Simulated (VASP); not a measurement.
# MoS2 (P-3m1) in VASP: notebook, part 2 of 2

VASP 6.6.1. Earlier steps stand in the parts before.

## (3) Single point, r2SCAN

The input, POSCAR:

```
MoS2
1.0
    3.2274645600      0.0000000000      0.0000000000
   -1.6137322800      2.7950663000      0.0000000000
    0.0000000000      0.0000000000      6.3124734200
Mo S
1 2
Direct
    0.0000000000      0.0000000000      0.5000000000
    0.3333333333      0.6666666667      0.2553193200
    0.6666666667      0.3333333333      0.7446806800
```

The input, INCAR.step1:

```
ALGO     = Normal         # electronic algorithm
EDIFF    = 1E-4           # SCF threshold, eV
ENCUT    = 520            # plane-wave cutoff, eV
GGA      = PE             # functional
ISMEAR   = -1             # smearing method
LASPH    = True           # aspherical terms in the spheres
LCHARG   = False          # write CHGCAR
LREAL    = False          # projectors in reciprocal space
LWAVE    = True           # write WAVECAR
NBANDS   = 20             # bands
NELM     = 80             # most SCF steps
PREC     = Accurate       # precision mode
SIGMA    = 0.05           # smearing width, eV
```

The input, INCAR.step2:

```
ALGO     = Normal         # electronic algorithm
EDIFF    = 1E-6           # SCF threshold, eV
ENCUT    = 520            # plane-wave cutoff, eV
ISIF     = 2              # what is computed and relaxed
ISMEAR   = -1             # smearing method
ISTART   = 1            
LASPH    = True           # aspherical terms in the spheres
LCHARG   = False          # write CHGCAR
LMIXTAU  = True         
LREAL    = False          # projectors in reciprocal space
LWAVE    = False          # write WAVECAR
METAGGA  = R2SCAN         # meta-GGA
NBANDS   = 20             # bands
NELM     = 80             # most SCF steps
PREC     = Accurate       # precision mode
SIGMA    = 0.05           # smearing width, eV
```

The input, KPOINTS:

```
k-points
0
Gamma
  7 7 3
```

Potentials or basis: VASP PAW PBE potentials, release 64 (Mo_sv, S).

Started as:

```console
$ cat potpaw_PBE.64/Mo_sv/POTCAR potpaw_PBE.64/S/POTCAR > POTCAR
$ cp INCAR.step1 INCAR
$ mpirun -np 1 vasp_std > vasp.out
$ cp INCAR.step2 INCAR
$ mpirun -np 1 vasp_std > vasp.out
```

OUTCAR:

```text
EDIFF = 1E-6
   ENCUT = 520
   ISIF = 2
   ISMEAR = -1
   ISTART = 1
   LASPH = True
   LREAL = False
   METAGGA = R2SCAN
   NELM = 80
   PREC = Accurate

 ion  position               nearest neighbor table
   1  0.000  0.000  0.500-   2 2.42   3 2.42   3 2.42   2 2.42   3 2.42   2 2.42
   2  0.333  0.667  0.255-   1 2.42   1 2.42   1 2.42
   3  0.667  0.333  0.745-   1 2.42   1 2.42   1 2.42

  LATTYP: Found a hexagonal cell.
 ALAT       =     3.2274645600
 C/A-ratio  =     1.9558614208

  Lattice vectors:

 A1 = (   3.2274645600,   0.0000000000,   0.0000000000)
 A2 = (  -1.6137322800,   2.7950663000,   0.0000000000)
 A3 = (   0.0000000000,   0.0000000000,   6.3124734200)

Analysis of symmetry for initial positions (statically):
=====================================================================
 Subroutine PRICEL returns:
 Original cell was already a primitive cell.

 Routine SETGRP: Setting up the symmetry group for a
 hexagonal supercell.

 Subroutine GETGRP returns: Found 12 space group operations
 (whereof 12 operations were pure point group operations)
 out of a pool of 24 trial point group operations.

The static configuration has the point symmetry D_3d.

Analysis of symmetry for dynamics (positions and initial velocities):
=====================================================================
 Subroutine PRICEL returns:
 Original cell was already a primitive cell.

 Routine SETGRP: Setting up the symmetry group for a
 hexagonal supercell.

 Subroutine GETGRP returns: Found 12 space group operations
 (whereof 12 operations were pure point group operations)
 out of a pool of 24 trial point group operations.

The dynamic configuration has the point symmetry D_3d.

 Subroutine INISYM returns: Found 12 space group operations
 (whereof 12 operations are pure point group operations),
 and found     1 'primitive' translations

[... 105 lines left out ...]
   EFERMI =   0.00;   METHOD = LEGACY
   ISMEAR =    -1;   SIGMA  =   0.05  broadening in eV -4-tet -1-fermi 0-gaus
   EFERMI_NEDOS =   21; number of points for ismear=-14 and -15
   IALGO  =     38    algorithm
   IMIX   =      4    mixing-type and parameters
     AMIX     =   0.40;   BMIX     =  1.00
     AMIX_MAG =   1.60;   BMIX_MAG =  1.00
  volume/ion in A,a.u.               =      18.98       128.09
  Fermi-wavevector in a.u.,A,eV,Ry     =   1.260612  2.382212 21.621610  1.589144
  Thomas-Fermi vector in A             =   2.394113
   LORBIT       =      0    0 simple, 1 ext, 2 COOP (PROOUT), +10 PAW based schemes
   METAGGA = R2SCAN    functional components
   LHFCALC =     F    Hartree Fock is set to
   AEXX    =    0.0000 exact exchange contribution
   IVDW    =     0    specifies the selected vdW correction
   LEPSILON=     F    determine dielectric tensor
   LRPA    =     F    only Hartree local field effects (RPA)
 non-spin polarized calculation
  energy-cutoff  :      520.00
  volume of cell :       56.94
 maximum number of plane-waves:      1556
   NGX = 13   NGY = 13   NGZ = 23

 number of electron      26.0000001 magnetization

 Free energy of the ion-electron system (eV)
  ---------------------------------------------------
  ext. energy  EPLUGINS =         0.00000000
  ---------------------------------------------------
  free energy    TOTEN  =       -44.16039267 eV

  energy without entropy =      -44.14447471  energy(sigma->0) =      -44.15243369

 E-fermi :   6.9571     XC(G=0): -11.0989

 val. band max:        6.9271229509   @ k =   0.1429   0.0000   0.0000
 cond. band min:       6.9845720205   @ k =   0.2857   0.2857   0.3333
 fundamental gap:      0.0574490696
 Fermi energy:         6.9570822171

 k-point     1 :       0.0000    0.0000    0.0000
  band No.  band energies     occupation
      1     -56.9851      2.00000
      2     -30.2837      2.00000
      3     -30.2555      2.00000
      4     -30.2555      2.00000
      5      -8.7254      2.00000
      6      -7.2168      2.00000
[... 449 lines left out ...]
     19      14.7204      0.00000
     20      15.7136      0.00000

------------------------ aborting loop because EDIFF is reached ----------------------------------------

  FORCE on cell =-STRESS in cart. coord.  units (eV):
  Direction    XX          YY          ZZ          XY          YZ          ZX
  --------------------------------------------------------------------------------------
  -------------------------------------------------------------------------------------
  Total        0.0398193      0.0398193      0.1668092      0.0000000      0.0000000      0.0000000
  in kB        1.1203439      1.1203439      4.6932909      0.0000000      0.0000000      0.0000000
  external PRESSURE =       2.3113262 kB  Pullay stress =       0.0000000 kB

 VOLUME and BASIS-vectors are now :
 -----------------------------------------------------------------------------
  energy-cutoff  :      520.00
  volume of cell :       56.94
      direct lattice vectors                 reciprocal lattice vectors
     3.227464560  0.000000000  0.000000000     0.309840738  0.178886633  0.000000000
    -1.613732280  2.795066300  0.000000000     0.000000000  0.357773266  0.000000000
     0.000000000  0.000000000  6.312473420     0.000000000  0.000000000  0.158416509

 POSITION                                       TOTAL-FORCE (eV/Angst)
 -----------------------------------------------------------------------------------
      0.00000      0.00000      3.15624         0.000000      0.000000      0.000000
     -0.00000      1.86338      1.61170         0.000000      0.000000     -0.071117
      1.61373      0.93169      4.70078        -0.000000      0.000000      0.071117
 -----------------------------------------------------------------------------------
    total drift:                                0.000000     -0.000000      0.000000

  FREE ENERGIE OF THE ION-ELECTRON SYSTEM (eV)
  ---------------------------------------------------
  free  energy   TOTEN  =       -44.1603926672 eV

  energy  without entropy=      -44.1444747067  energy(sigma->0) =      -44.15243369
```

OUTCAR.step1:

```text
EDIFF = 1E-4
   ENCUT = 520
   GGA = PE
   ISMEAR = -1
   LASPH = True
   LREAL = False
[... 676 lines left out ...]
      0.00000      0.00000      3.15624         0.000000      0.000000      0.000000
     -0.00000      1.86338      1.61170         0.000000     -0.000000     -0.255672
      1.61373      0.93169      4.70078        -0.000000      0.000000      0.255672
 -----------------------------------------------------------------------------------
    total drift:                                0.000000     -0.000000      0.000000

  FREE ENERGIE OF THE ION-ELECTRON SYSTEM (eV)
  ---------------------------------------------------
  free  energy   TOTEN  =       -21.0083984193 eV

  energy  without entropy=      -20.9922549903  energy(sigma->0) =      -21.00032670
```

OSZICAR.step1:

```text
N       E                     dE             d eps       ncg     rms          rms(c)
DAV:   1     0.198560616897E+03    0.19856E+03   -0.14978E+04   832   0.123E+03
DAV:   2    -0.149675243375E+02   -0.21353E+03   -0.20792E+03   988   0.319E+02
DAV:   3    -0.225924088699E+02   -0.76249E+01   -0.74770E+01   988   0.580E+01
DAV:   4    -0.226929254981E+02   -0.10052E+00   -0.10042E+00   980   0.682E+00
DAV:   5    -0.226946538135E+02   -0.17283E-02   -0.17282E-02  1004   0.870E-01    0.227E+01
DAV:   6    -0.216068657210E+02    0.10878E+01   -0.16087E+01   832   0.215E+01    0.960E+00
DAV:   7    -0.211720766996E+02    0.43479E+00   -0.70758E+00   836   0.135E+01    0.604E+00
DAV:   8    -0.210077639626E+02    0.16431E+00   -0.89433E-01   880   0.514E+00    0.184E+00
DAV:   9    -0.210103888088E+02   -0.26248E-02   -0.32987E-02   916   0.111E+00    0.673E-01
DAV:  10    -0.210085986959E+02    0.17901E-02   -0.20583E-02   884   0.844E-01    0.187E-01
DAV:  11    -0.210084671112E+02    0.13158E-03   -0.88639E-04   916   0.197E-01    0.772E-02
DAV:  12    -0.210083984193E+02    0.68692E-04   -0.21151E-04   504   0.869E-02
   1 F= -.21008398E+02 E0= -.21000327E+02  d E =-.161434E-01
```

Run time: 1.9 min. Hardware: 1 thread of AMD EPYC 7R13 (Zen 3), shared host; peak memory 0.15 GiB.

What came out:

```
Free energy            : -44.1604 eV
Pressure               : 0.2 GPa
Largest force          : 0.071 eV/Å
Band gap on the k mesh : zero (band 13 reaches 7.15 eV, above the bottom of band 14 at 6.37 eV)
```

Forces in eV/Å, atoms in the order of the input:
```
Mo   0.000  0.000  0.000
S    0.000  0.000 -0.071
S    0.000  0.000  0.071
```

Levels at points of the mesh, in eV from the Fermi level:
```tsv
k point	band 10	band 11	band 12	band 13	band 14	band 15	band 16	band 17
(0.00, 0.00, 0.00)	-2.14	-1.20	-1.13	-1.13	-0.54	-0.54	3.22	3.22
```

Caveat: the PAW data sets were made with another functional, which shifts forces and pressure a little.
